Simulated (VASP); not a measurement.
**WC: single point with PBEsol**

The system is WC, a slab with vacuum.

```
W C
1.0
     2.89841    0.00000    0.00000
    -1.44921    3.78100    0.00000
     0.00000    0.00000   22.94437
W C
4 4
Direct
  0.72036 0.44073 0.37046
  0.44073 0.88145 0.45228
  0.16071 0.32195 0.53469
  0.87611 0.75293 0.61495
  0.00709 0.01418 0.38410
  0.72745 0.45490 0.46591
  0.44510 0.89103 0.54720
  0.18070 0.36178 0.62715
```

| Item | Value |
| --- | --- |
| Program | VASP 6.6.1 |
| Task | single point |
| Functional | PBEsol |
| Potentials or basis | VASP PAW PBE potentials, release 64 (W_sv, C) |
| Cutoff | 520 eV |
| k mesh | 11 × 8 × 1 |
| Occupations | gaussian, width 0.1 eV |
| Spin | no spin polarisation |
| Dipole correction | yes |
| Further INCAR settings | ALGO = Normal; EDIFF = 1e-07; NBANDS = 46; ISYM = 0 |

- Largest force: 1.767 eV/Å
- Band gap on the k mesh: zero (bands 36 and 37 overlap by 0.97 eV)

Forces in eV/Å, atoms in the order of the input:
```
W    0.013 -0.228  1.753
W    0.003  0.056 -0.616
W   -0.001 -0.020 -0.008
W    0.000  0.021  0.046
C   -0.016  0.103 -0.337
C   -0.001  0.096 -0.891
C    0.002  0.015  0.007
C    0.000 -0.044  0.046
```

Levels at points of the mesh, in eV from the Fermi level:
| k point | band 33 | band 34 | band 35 | band 36 | band 37 | band 38 | band 39 | band 40 |
| --- | --- | --- | --- | --- | --- | --- | --- | --- |
| (0.00, 0.00, 0.00) | -2.11 | -1.53 | -0.52 | 0.54 | 0.75 | 1.21 | 1.42 | 1.68 |
| (0.00, 0.50, 0.00) | -1.67 | -1.28 | -1.00 | -0.91 | 0.01 | 0.28 | 0.84 | 0.98 |

Wall time 13 min on 1 thread of Intel(R) Xeon(R) Platinum 8488C (Sapphire Rapids), on a shared host, peak memory 0.59 GiB.

Caveat: the PAW data sets were made with another functional, which shifts forces and pressure a little; spin-orbit coupling is left out, which moves the levels of the heavy elements.
